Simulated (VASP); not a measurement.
# Al2Cu (P4/mmm) in VASP: a series of runs, part 2 of 2

VASP 6.6.1.

## (3) Single point, PBEsol

INCAR reads:

```
SYSTEM = Al2Cu
ALGO     = Fast           ! electronic algorithm
EDIFF    = 1E-6           ! SCF threshold, eV
ENCUT    = 520            ! plane-wave cutoff, eV
GGA      = PS             ! functional
ISIF     = 2              ! what is computed and relaxed
ISMEAR   = 0              ! smearing method
LASPH    = .True.         ! aspherical terms in the spheres
LCHARG   = .False.        ! write CHGCAR
LREAL    = .False.        ! projectors in reciprocal space
LWAVE    = .False.        ! write WAVECAR
NBANDS   = 16             ! bands
NELM     = 80             ! most SCF steps
PREC     = Accurate       ! precision mode
SIGMA    = 0.1            ! smearing width, eV
```

KPOINTS reads:

```
k-points
0
Gamma
  14 14 20
  0 0 0
```

POSCAR reads:

```
Al2Cu
1.0
    4.1051820000      0.0000000000      0.0000000000
    0.0000000000      4.1051820000      0.0000000000
    0.0000000000      0.0000000000      2.8913130000
Al Cu
2 1
Direct
    0.5000000000      0.0000000000      0.5000000000
    0.0000000000      0.5000000000      0.5000000000
    0.0000000000      0.0000000000      0.0000000000
```

Potentials or basis: VASP PAW PBE potentials, release 64 (Al, Cu).

Command:

```console
$ cat potpaw_PBE.64/Al/POTCAR potpaw_PBE.64/Cu/POTCAR > POTCAR
$ mpirun -np 1 vasp_std > vasp.out
```

OUTCAR:

```text
SYSTEM = Al2Cu
   EDIFF = 1E-6
   ENCUT = 520
   GGA = PS
   ISIF = 2
   ISMEAR = 0
   LASPH = .True.
   LREAL = .False.
   NELM = 80
   PREC = Accurate

 ion  position               nearest neighbor table
   1  0.500  0.000  0.500-   3 2.51   3 2.51   3 2.51   3 2.51   2 2.90   2 2.90   2 2.90   2 2.90

   2  0.000  0.500  0.500-   3 2.51   3 2.51   3 2.51   3 2.51   1 2.90   1 2.90   1 2.90   1 2.90

   3  0.000  0.000  0.000-   1 2.51   2 2.51   1 2.51   2 2.51   2 2.51   2 2.51   1 2.51   1 2.51

  LATTYP: Found a simple tetragonal cell.
 ALAT       =     4.1051820000
 C/A-ratio  =     0.7043081159

  Lattice vectors:

 A1 = (   4.1051820000,   0.0000000000,   0.0000000000)
 A2 = (   0.0000000000,   4.1051820000,   0.0000000000)
 A3 = (   0.0000000000,   0.0000000000,   2.8913130000)

Analysis of symmetry for initial positions (statically):
=====================================================================
 Subroutine PRICEL returns:
 Original cell was already a primitive cell.

 Routine SETGRP: Setting up the symmetry group for a
 simple tetragonal supercell.

 Subroutine GETGRP returns: Found 16 space group operations
 (whereof 16 operations were pure point group operations)
 out of a pool of 16 trial point group operations.

The static configuration has the point symmetry D_4h.

Analysis of symmetry for dynamics (positions and initial velocities):
=====================================================================
 Subroutine PRICEL returns:
 Original cell was already a primitive cell.

 Routine SETGRP: Setting up the symmetry group for a
 simple tetragonal supercell.

 Subroutine GETGRP returns: Found 16 space group operations
 (whereof 16 operations were pure point group operations)
 out of a pool of 16 trial point group operations.

The dynamic configuration has the point symmetry D_4h.

 Subroutine INISYM returns: Found 16 space group operations
 (whereof 16 operations are pure point group operations),
 and found     1 'primitive' translations

----------------------------------------------------------------------------------------

                                     Primitive cell

  volume of cell :      48.7259

  direct lattice vectors                    reciprocal lattice vectors
     4.105182000  0.000000000  0.000000000     0.243594559  0.000000000  0.000000000
     0.000000000  4.105182000  0.000000000     0.000000000  0.243594559  0.000000000
     0.000000000  0.000000000  2.891313000     0.000000000  0.000000000  0.345863627

  length of vectors
     4.105182000  4.105182000  2.891313000     0.243594559  0.243594559  0.345863627

  position of ions in fractional coordinates (direct lattice)
     0.500000000  0.000000000  0.500000000
     0.000000000  0.500000000  0.500000000
     0.000000000  0.000000000  0.000000000

  ion indices of the primitive-cell ions
   primitive index   ion index
                 1           1
                 2           2
                 3           3

----------------------------------------------------------------------------------------

 KPOINTS: k-points

Automatic generation of k-mesh.
 Grid dimensions read from file:
 generate k-points for:   14   14   20

 Generating k-lattice:

  Cartesian coordinates                     Fractional coordinates (reciprocal lattice)
     0.017399611  0.000000000  0.000000000     0.071428571  0.000000000  0.000000000
     0.000000000  0.017399611  0.000000000     0.000000000  0.071428571  0.000000000
     0.000000000  0.000000000  0.017293181     0.000000000  0.000000000  0.050000000

  Length of vectors
     0.017399611  0.017399611  0.017293181

  Shift w.r.t. Gamma in fractional coordinates (k-lattice)
     0.000000000  0.000000000  0.000000000

 Subroutine IBZKPT returns following result:
 ===========================================

 Found    396 irreducible k-points:

 Following reciprocal coordinates:
            Coordinates               Weight
  0.000000  0.000000  0.000000      1.000000
  0.071429  0.000000  0.000000      4.000000
  0.142857  0.000000  0.000000      4.000000
  0.214286  0.000000  0.000000      4.000000
  0.285714  0.000000  0.000000      4.000000
  0.357143  0.000000  0.000000      4.000000
[... 16 lines left out ...]
  0.285714  0.214286  0.000000      8.000000
  0.357143  0.214286  0.000000      8.000000
 [... further k-points ...]
   k-points           NKPTS =    396   k-points in BZ     NKDIM =    396   number of bands    NBANDS=     16
   number of dos      NEDOS =    301   number of ions     NIONS =      3
   total plane-waves  NPLWV =  24576
   dimension x,y,z NGX =    32 NGY =   32 NGZ =   24
   dimension x,y,z NGXF=    64 NGYF=   64 NGZF=   48
   ions per type =               2   1
   NGX,Y,Z   is equivalent  to a cutoff of  12.96, 12.96, 13.80 a.u.
   NGXF,Y,Z  is equivalent  to a cutoff of  25.92, 25.92, 27.60 a.u.
 SYSTEM =  Al2Cu
   PREC   = accura    normal or accurate (medium, high low for compatibility)
   ISTART =      0    job   : 0-new  1-cont  2-samecut
   ICHARG =      2    charge: 1-file 2-atom 10-const
   ISPIN  =      1    spin polarized calculation?
   LNONCOLLINEAR =      F non collinear calculations
   LSORBIT =      F    spin-orbit coupling
   LASPH  =      T    aspherical Exc in radial PAW
   ENCUT  =  520.0 eV  38.22 Ry    6.18 a.u.   7.63  7.63  5.38*2*pi/ulx,y,z
   NELM   =     80;   NELMIN=  2; NELMDL= -5     # of ELM steps
   EDIFF  = 0.1E-05   stopping-criterion for ELM
   LREAL  =      F    real-space projection
   EDIFFG = 0.1E-04   stopping-criterion for IOM
   NSW    =      0    number of steps for IOM
   IBRION =     -1    ionic relax: 0-MD 1-quasi-New 2-CG
   NFREE  =      0    steps in history (QN), initial steepest desc. (CG)
   ISIF   =      2    stress and relaxation
   ISYM   =      2    0-nonsym 1-usesym 2-fastsym
   POTIM  = 0.5000    time-step for ionic-motion
   TEBEG  =    0.0;   TEEND  =   0.0 temperature during run
   PSTRESS=    0.0 pullay stress
   NELECT =      17.0000    total number of electrons
   NUPDOWN=      -1.0000    fix difference up-down
   EMIN   =  10.00;   EMAX   =-10.00  energy-range for DOS
   EFERMI =   0.00;   METHOD = LEGACY
   ISMEAR =     0;   SIGMA  =   0.10  broadening in eV -4-tet -1-fermi 0-gaus
   EFERMI_NEDOS =   21; number of points for ismear=-14 and -15
   IALGO  =     68    algorithm
   IMIX   =      4    mixing-type and parameters
     AMIX     =   0.40;   BMIX     =  1.00
     AMIX_MAG =   1.60;   BMIX_MAG =  1.00
  volume/ion in A,a.u.               =      16.24       109.61
  Fermi-wavevector in a.u.,A,eV,Ry     =   1.152492  2.177894 18.071765  1.328237
  Thomas-Fermi vector in A             =   2.289142
   LORBIT       =      0    0 simple, 1 ext, 2 COOP (PROOUT), +10 PAW based schemes
   GGA     = PS    functional components
   LHFCALC =     F    Hartree Fock is set to
   AEXX    =    0.0000 exact exchange contribution
   IVDW    =     0    specifies the selected vdW correction
   LEPSILON=     F    determine dielectric tensor
   LRPA    =     F    only Hartree local field effects (RPA)
 non-spin polarized calculation
 RMM-DIIS sequential band-by-band and
 Gauss-broadening in eV      SIGMA  =   0.10
  energy-cutoff  :      520.00
  volume of cell :       48.73
 maximum number of plane-waves:      1339
 NGX is ok and might be reduce to    32
   NGX = 15   NGY = 15   NGZ = 11

 number of electron      16.9999979 magnetization

 Free energy of the ion-electron system (eV)
  ---------------------------------------------------
  ext. energy  EPLUGINS =         0.00000000
  ---------------------------------------------------
  free energy    TOTEN  =       -12.55864086 eV

  energy without entropy =      -12.55408797  energy(sigma->0) =      -12.55636441

 E-fermi :   7.0270     XC(G=0): -10.4870

 val. band max:        7.0241050096   @ k =   0.4286   0.4286   0.5000
 cond. band min:       7.0289635142   @ k =   0.2857   0.0000   0.4500
 fundamental gap:      0.0048585046
 Fermi energy:         7.0269972422

 k-point     1 :       0.0000    0.0000    0.0000
  band No.  band energies     occupation
      1      -3.4648      2.00000
      2       1.6585      2.00000
      3       2.1661      2.00000
      4       2.8248      2.00000
      5       3.0086      2.00000
      6       3.0086      2.00000
[... 8 lines left out ...]
     15      14.1768      0.00000
     16      19.4258      0.00000
[... 419 lines left out ...]
 k-point    24 :       0.3571    0.2143    0.0000
  band No.  band energies     occupation
      1      -2.0639      2.00000
      2       0.5052      2.00000
      3       1.8637      2.00000
      4       2.4769      2.00000
      5       2.8677      2.00000
      6       2.9848      2.00000
[... 8 lines left out ...]
     15      17.1931      0.00000
     16      18.8479      0.00000

 [... further k-points ...]
[... 5 lines left out ...]
  --------------------------------------------------------------------------------------
  -------------------------------------------------------------------------------------
  Total       -0.5300501     -0.5300501     -1.0707828      0.0000000     -0.0000000      0.0000000
  in kB      -17.4288027    -17.4288027    -35.2088636      0.0000000     -0.0000000      0.0000000
  external PRESSURE =     -23.3554897 kB  Pullay stress =       0.0000000 kB

 VOLUME and BASIS-vectors are now :
 -----------------------------------------------------------------------------
  energy-cutoff  :      520.00
  volume of cell :       48.73
      direct lattice vectors                 reciprocal lattice vectors
     4.105182000  0.000000000  0.000000000     0.243594559  0.000000000  0.000000000
     0.000000000  4.105182000  0.000000000     0.000000000  0.243594559  0.000000000
     0.000000000  0.000000000  2.891313000     0.000000000  0.000000000  0.345863627

 POSITION                                       TOTAL-FORCE (eV/Angst)
 -----------------------------------------------------------------------------------
      2.05259      0.00000      1.44566         0.000000      0.000000      0.000000
      0.00000      2.05259      1.44566         0.000000      0.000000      0.000000
      0.00000      0.00000      0.00000         0.000000      0.000000      0.000000
 -----------------------------------------------------------------------------------
    total drift:                               -0.000000      0.000000      0.000000

  FREE ENERGIE OF THE ION-ELECTRON SYSTEM (eV)
  ---------------------------------------------------
  free  energy   TOTEN  =       -12.5586408600 eV

  energy  without entropy=      -12.5540879682  energy(sigma->0) =      -12.55636441
```

Wall time 7.2 min (1 thread of Intel Xeon Platinum 8488C (Sapphire Rapids), shared host); peak memory 0.4 GiB.

Results:

| Property | Result |
| --- | --- |
| Free energy | -12.5586 eV |
| Pressure | -2.3 GPa |

Caveat: the PAW data sets were made with another functional, which shifts forces and pressure a little.
